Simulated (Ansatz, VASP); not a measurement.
# SnSe: VASP beside Ansatz

The input INCAR:

```
SYSTEM = SnSe
PREC = Accurate
ENCUT = 520
EDIFF = 1E-6
ISMEAR = 0
SIGMA = 0.05
LREAL = .FALSE.
LASPH = .TRUE.
NELM = 100
ALGO = Normal
ISIF = 2
LWAVE = .FALSE.
LCHARG = .TRUE.
GGA = PE
LELF = .TRUE.
LVHAR = .TRUE.
NBANDS = 17
```

The input KPOINTS:

```
regular mesh
0
G
  10 10 10
  0 0 0
```

Contents of POSCAR:

```
SnSe
1.0
    0.0000000000      3.1215506000      3.1215506000
    3.1215506000      0.0000000000      3.1215506000
    3.1215506000      3.1215506000      0.0000000000
Sn Se
1 1
Direct
    0.0000000000      0.0000000000      0.0000000000
    0.5000000000      0.5000000000      0.5000000000
```

Input for Ansatz:

```yaml
crystal:
  lattice:
    - [0.0, 3.1215506, 3.1215506]
    - [3.1215506, 0.0, 3.1215506]
    - [3.1215506, 3.1215506, 0.0]
  atoms:
    - { symbol: Sn, position: [0.0, 0.0, 0.0] }
    - { symbol: Se, position: [0.5, 0.5, 0.5] }
basis:
  ecutwfc: 420
kpoints:
  mp_grid: { grid: [10, 10, 10] }
hamiltonian:
  xc: pbe
scf:
  occupations: { method: gaussian, width: 0.05 }
output:
  forces: true
  stress: true
  eigenvalues: true
  populations: true
```

Alike in both runs: task single point; functional PBE; k mesh 10 × 10 × 10; occupations gaussian, width 0.05 eV; no spin polarisation.

|  | VASP | Ansatz |
| --- | --- | --- |
| version | VASP 6.6.1 | Ansatz 0.2.0 |
| potentials or method | VASP PAW PBE potentials, release 64 (Sn_d, Se), cutoff 520 eV | scalar-relativistic, plane waves, PAW |
| valence electrons in the cell | 20 | 30 |

```csv
,VASP,Ansatz,Ansatz less VASP
gap on the k mesh at the Fermi level (eV),0.15,0.15,-0.001
least direct gap on the mesh (eV),0.15,0.15,-0.001
pressure (GPa),-3.6,-3.6,+0.02
```

VASP's potentials hold 20 valence electrons a cell and Ansatz's 30, so a difference there can come from the potentials and not from the codes.
